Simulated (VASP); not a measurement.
A run of VASP 6.6.1:

The input INCAR:

```
  PREC = Accurate
  ENCUT = 520
  EDIFF = 1E-7
  ISMEAR = -1
  SIGMA = 0.1
  LREAL = False
  LASPH = True
  NELM = 100
  ALGO = Normal
  ISIF = 2
  LWAVE = False
  LCHARG = True
  GGA = RE
  LELF = True
  LVHAR = True
  NBANDS = 22
```

File KPOINTS:

```
Automatic mesh
0
Gamma
  6 6 8
```

POSCAR

```
Ba
1.0
    7.0462865705      0.0000000000      0.0000000000
   -3.5231432852      6.1022631725      0.0000000000
    0.0000000000      0.0000000000      4.1858831748
Ba
3
Direct
    0.0000000000      0.0000000000      0.0000000000
    0.3333333333      0.6666666667      0.5000000000
    0.6666666667      0.3333333333      0.5000000000
```

Potentials or basis: VASP PAW PBE potentials, release 64 (Ba_sv).

Run with:

```console
$ cat potpaw_PBE.64/Ba_sv/POTCAR > POTCAR
$ mpirun -np 1 vasp_std > vasp.out
```

Hardware: 1 thread of Intel(R) Xeon(R) Platinum 8488C (Sapphire Rapids), on a shared host.

How long does it take, and how much memory?

It took 96 s on 1 thread of Intel(R) Xeon(R) Platinum 8488C (Sapphire Rapids), with other jobs on the host, peak memory 0.33 GiB. Counts: scf iterations 15, k points 35.
